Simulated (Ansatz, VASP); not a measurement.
## C in VASP and in Ansatz

```
C
1.0
     2.50320    0.00000    0.00000
    -1.25160    2.16783    0.00000
     0.00000    0.00000    4.16887
C
4
Direct
  0.33333 0.66667 0.00023
  0.66667 0.33333 0.50023
  0.33333 0.66667 0.37477
  0.66667 0.33333 0.87477
```

Alike in both runs: task single point; functional PBE0; k mesh 9 × 9 × 4; no spin polarisation.

```csv
,VASP,Ansatz
version,VASP 6.6.1,Ansatz 0.2.0
potentials or method,"VASP PAW PBE potentials, release 64 (C)","plane waves, PAW"
plane-wave cutoff (eV),520,420
occupations,"gaussian, width 0.01 eV",fixed
valence electrons in the cell,16,16
```

|  | VASP | Ansatz | Ansatz less VASP |
| --- | --- | --- | --- |
| gap on the k mesh at the Fermi level (eV) | 5.13 | 5.13 | +0.002 |
| pressure (GPa) | -5.0 | -5.8 | -0.81 |
| traceless stress, the component that is largest in VASP (GPa) | -0.86 | -0.79 | +0.068 |
| rms of the force components (eV/Å) | 0.000 | 0.003 | +0.0029 |

Atom by atom the forces differ by 0.003 eV/Å (rms over components). Ansatz's warnings: stress exchange threshold loose, stress scf threshold loose.
